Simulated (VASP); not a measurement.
A run of VASP 6.6.1 is set up as follows.

File POSCAR:

```
ZrBr
1.0
    3.5170330000      0.0000000000      0.0000000000
   -1.7585160000      3.0458460000      0.0000000000
   -1.7585160000      1.0152820000      9.3942150000
Zr Br
2 2
Direct
    0.2092000000      0.7908000000      0.6276000000
    0.7908000000      0.2092000000      0.3724000000
    0.3917000000      0.6083000000      0.1751000000
    0.6083000000      0.3917000000      0.8249000000
```

File INCAR.step1:

```
PREC = Accurate
ENCUT = 520
ISMEAR = -1
SIGMA = 0.0688
LREAL = F
LASPH = T
NELM = 80
NBANDS = 27
GGA = PE
ALGO = Normal
EDIFF = 1E-4
LWAVE = T
LCHARG = F
```

INCAR.step2

```
PREC = Accurate
ENCUT = 520
EDIFF = 1E-6
ISMEAR = -1
SIGMA = 0.0688
LREAL = F
LASPH = T
NELM = 80
ALGO = Normal
ISIF = 2
LWAVE = F
LCHARG = F
METAGGA = R2SCAN
LMIXTAU = T
NBANDS = 27
ISTART = 1
```

File KPOINTS:

```
Automatic mesh
0
Gamma
  10 10 10
```

Potentials or basis: VASP PAW PBE potentials, release 64 (Zr_sv, Br).

Command:

```console
$ cat potpaw_PBE.64/Zr_sv/POTCAR potpaw_PBE.64/Br/POTCAR > POTCAR
$ cp INCAR.step1 INCAR
$ mpirun -np 1 vasp_std > vasp.out
$ cp INCAR.step2 INCAR
$ mpirun -np 1 vasp_std > vasp.out
```

Task: What does it give for the largest force?

Result: 0.597 eV/Å.

Task: Predict the pressure.

Result: 0.9 GPa.

Forces on the atoms (eV/Å):
```
Zr   0.000  0.000 -0.597
Zr   0.000  0.000  0.597
Br   0.000  0.000 -0.188
Br   0.000  0.000  0.188
```

Caveat: the PAW data sets were made with another functional, which shifts forces and pressure a little.
